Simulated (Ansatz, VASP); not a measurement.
CdS in VASP and in Ansatz

File INCAR:

```
SYSTEM = CdS
PREC     = Accurate       ! precision mode
ENCUT    = 520            ! plane-wave cutoff, eV
EDIFF    = 1E-6           ! SCF threshold, eV
ISMEAR   = -1             ! smearing method
SIGMA    = 0.02           ! smearing width, eV
LREAL    = .False.        ! projectors in reciprocal space
LASPH    = .True.         ! aspherical terms in the spheres
NELM     = 60             ! most SCF steps
ALGO     = Normal         ! electronic algorithm
ISIF     = 2              ! what is computed and relaxed
LWAVE    = .False.        ! write WAVECAR
LCHARG   = .False.        ! write CHGCAR
GGA      = PE             ! functional
NBANDS   = 16             ! bands
```

File KPOINTS:

```
regular mesh
0
Gamma
  8 8 8
  0 0 0
```

Contents of POSCAR:

```
CdS
1.0
    0.0611356687      2.9392148426      2.9392148426
    2.9392148426      0.0611356687      2.9392148426
    3.0003505114      3.0003505114      0.0000000001
Cd S
1 1
Direct
    0.0045966374      0.0045966374     -0.0045966374
    0.2454033626      0.2454033626      0.2545966374
```

Input for Ansatz:

```yaml
crystal:
  lattice:
    - [0.0611356687, 2.9392148426, 2.9392148426]
    - [2.9392148426, 0.0611356687, 2.9392148426]
    - [3.0003505114, 3.0003505114, 1.0e-10]
  atoms:
    - { symbol: Cd, position: [0.0045966374, 0.0045966374, -0.0045966374] }
    - { symbol: S, position: [0.2454033626, 0.2454033626, 0.2545966374] }
kpoints:
  mp_grid: { grid: [8, 8, 8] }
  band_path:
    path:
      - [0.0, 0.0, 0.0]
      - [-0.5, -0.5, 0.0]
      - [-0.375, -0.375, 0.25]
      - [-0.375, 0.0, 0.375]
      - [0.0, 0.0, 0.5]
      - [-0.5, -0.25, 0.25]
    npoints: 1
hamiltonian:
  xc: pbe
scf:
  occupations: { method: fermi_dirac, width: 0.02 }
  n_extra_bands: 4
output:
  forces: true
  stress: true
  eigenvalues: true
```

Change from the starting cell: shear_xy strain +4.2%.

Alike in both runs: task single point; functional PBE; k mesh 8 × 8 × 8; occupations fermi-dirac, width 0.02 eV; no spin polarisation.

|  | VASP | Ansatz |
| --- | --- | --- |
| version | VASP 6.6.1 | Ansatz 0.2.0 |
| potentials or method | VASP PAW PBE potentials, release 64 (Cd, S) | plane waves, PAW |
| plane-wave cutoff (eV) | 520 | 420 |
| valence electrons in the cell | 18 | 26 |

Ansatz gave:

* gap on the k mesh at the Fermi level (eV): 1.00
* pressure (GPa): 1.4
* traceless stress, the component that is largest in VASP (GPa): -1.05

Question: What did VASP give for the same quantities?

Answer: gap on the k mesh at the Fermi level (eV): 1.00; pressure (GPa): 1.7; traceless stress, the component that is largest in VASP (GPa): -1.05.

VASP's potentials hold 18 valence electrons a cell and Ansatz's 26, so a difference there can come from the potentials and not from the codes.
